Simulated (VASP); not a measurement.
Here is a VASP 6.6.1 calculation.

Contents of INCAR:

```
ALGO = Normal
EDIFF = 1E-6
ENCUT = 500
GGA = PE
GGA_COMPAT = F
ISIF = 2
ISMEAR = -1
LASPH = T
LCHARG = F
LREAL = F
LWAVE = F
NBANDS = 16
NELM = 120
PREC = Accurate
SIGMA = 0.05
```

Contents of KPOINTS:

```
k-points
0
Gamma
  12 12 7
```

The input POSCAR:

```
BP
1.0
    3.0595826023      0.0000000000      0.0000000000
   -1.5297913012      2.6496762586      0.0000000000
    0.0000000000      0.0000000000      5.0868467437
B P
2 2
Direct
    0.0000000000      0.0000000000      0.0000000000
    0.0000000000      0.0000000000      0.5000000000
    0.3333333333      0.6666666667      0.2500000000
    0.6666666667      0.3333333333      0.7500000000
```

Potentials or basis: VASP PAW PBE potentials, release 64 (B, P).

The run is started by

```sh
$ cat potpaw_PBE.64/B/POTCAR potpaw_PBE.64/P/POTCAR > POTCAR
$ mpirun -np 1 vasp_std > vasp.out
```

Problem. Predict the pressure.

Solution. 0.0 GPa.

Problem. Predict the band gap on the k mesh.

Solution. Zero (bands 8 and 9 overlap by 5.87 eV).
